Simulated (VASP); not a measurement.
**LuBe3: relaxation of cell and atoms with PBE**

LuBe3:

```
Lu Be
1.0
     0.00000    2.93783    2.93783
     2.93783    0.00000    2.93783
     2.93783    2.93783    0.00000
Lu Be
1 3
Direct
  0.00000 0.00000 0.00000
  0.50000 0.50000 0.50000
  0.25000 0.25000 0.25000
  0.75000 0.75000 0.75000
```

```yaml
Program: VASP 6.6.1
Task: relaxation of cell and atoms
Functional: PBE
Potentials_or_basis: VASP PAW PBE potentials, release 64 (Lu, Be)
Cutoff: 600 eV
k_mesh: 14 × 14 × 14
Occupations: gaussian, width 0.1 eV
Spin: no spin polarisation
Dipole_correction: no
Further_INCAR_settings: ALGO = Fast; EDIFF = 1e-07; IBRION = 2; EDIFFG = -0.01; NSW = 100; ISIF = 3
```

```yaml
Relaxed_volume: 12.72 Å³/atom
Relaxed_cell: a = 4.159 Å, b = 4.159 Å, c = 4.159 Å, α = 60.00°, β = 60.00°, γ = 60.00°
Space_group_after_relaxing_to_0.05_Å: Fm-3m (No. 225)
Energy_gained_by_relaxing: 0.1 meV/atom
Ionic_steps: 3
Pressure_after_relaxing: 0.1 GPa
```

Step by step:
```tsv
step	energy change (eV)	largest force (eV/Å)	pressure (GPa)	volume (Å³)
1	0.0000	0.0000	0.25	50.71
2	-0.0002	0.0000	0.13	50.86
3	-0.0003	0.0000	0.09	50.89
```

Final structure:
```cif
data_structure
_symmetry_space_group_name_H-M 'P 1'
_symmetry_Int_Tables_number 1
_cell_length_a 4.1595
_cell_length_b 4.1595
_cell_length_c 4.1595
_cell_angle_alpha 60.000
_cell_angle_beta 60.000
_cell_angle_gamma 60.000
_cell_volume 50.89
loop_
_atom_site_label
_atom_site_type_symbol
_atom_site_fract_x
_atom_site_fract_y
_atom_site_fract_z
_atom_site_occupancy
Lu1 Lu 0.00000 0.00000 0.00000 1
Be1 Be 0.50000 0.50000 0.50000 1
Be2 Be 0.25000 0.25000 0.25000 1
Be3 Be 0.75000 0.75000 0.75000 1
```

Levels at points of the mesh, in eV from the Fermi level:
| k point | band 11 | band 12 | band 13 | band 14 | band 15 | band 16 | band 17 | band 18 | band 19 |
| --- | --- | --- | --- | --- | --- | --- | --- | --- | --- |
| (0.00, 0.00, 0.00) | -4.30 | -4.30 | -1.50 | -1.50 | -1.50 | 2.28 | 2.28 | 2.28 | 2.55 |
| (0.50, 0.00, 0.00) | -4.31 | -4.31 | -4.30 | -1.80 | -1.80 | 2.25 | 2.60 | 2.60 | 3.17 |
| (0.50, 0.50, 0.00) | -4.31 | -4.31 | -3.79 | -2.54 | -1.36 | -1.36 | 1.64 | 3.02 | 3.02 |

Run time: 32 min on 1 thread of AMD EPYC 7R13, on a shared host, peak memory 0.3 GiB.

Caveat: spin-orbit coupling is left out, which moves the levels of the heavy elements.
